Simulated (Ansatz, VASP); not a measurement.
# Two plane-wave programs on Cd

INCAR

```
PREC = Accurate ; ENCUT = 520
EDIFF = 1E-8 ; ISMEAR = 1
SIGMA = 0.15 ; LREAL = F
LASPH = T ; NELM = 100
ALGO = Fast ; ISIF = 2
LWAVE = F ; LCHARG = F
GGA = PS ; LEFG = T
NBANDS = 12
```

File KPOINTS:

```
regular mesh
0
Gamma
  10 10 10
```

Contents of POSCAR:

```
Cd
1.0
   -1.7843220000      1.7843220000      1.7843220000
    1.7843220000     -1.7843220000      1.7843220000
    1.7843220000      1.7843220000     -1.7843220000
Cd
1
Direct
    0.0000000000      0.0000000000      0.0000000000
```

Contents of input.yaml:

```yaml
crystal:
  lattice:
    - [-1.784322, 1.784322, 1.784322]
    - [1.784322, -1.784322, 1.784322]
    - [1.784322, 1.784322, -1.784322]
  atoms:
    - { symbol: Cd, position: [0.0, 0.0, 0.0] }
hamiltonian:
  xc: pbesol
  pseudopotentials: { kind: paw, accuracy: standard, xc_functional: pbe }
kpoints:
  mp_grid: { grid: [10, 10, 10] }
scf:
  occupations: { method: methfessel_paxton, width: 0.15 }
output:
  forces: true
  stress: true
  eigenvalues: true
  efg: {}
  write_density: true
  write_potential: true
  elf: true
  volumetric_format: npy
```

Alike in both runs: task electric field gradients; functional PBEsol; k mesh 10 × 10 × 10; occupations methfessel-paxton of order 1, width 0.15 eV; no spin polarisation.

```csv
,VASP,Ansatz
version,VASP 6.6.1,Ansatz 0.2.0
potentials or method,"VASP PAW PBE potentials, release 64 (Cd)",SSSP efficiency PAW
plane-wave cutoff (eV),520,1361
valence electrons in the cell,12,20
```

VASP gave:

```
gap on the k mesh at the Fermi level (eV) : none
pressure (GPa)                            : -2.6
```

Which values does Ansatz return?

gap on the k mesh at the Fermi level (eV): none; pressure (GPa): -2.8.

VASP's potentials were made for PBE, not for PBEsol. A gap of «none» marks a metal or a gap that the smearing closes. With one functional, cell and mesh, what is left measures potentials, basis and numerics. VASP's potentials hold 12 valence electrons a cell and Ansatz's 20, so a difference there can come from the potentials and not from the codes.
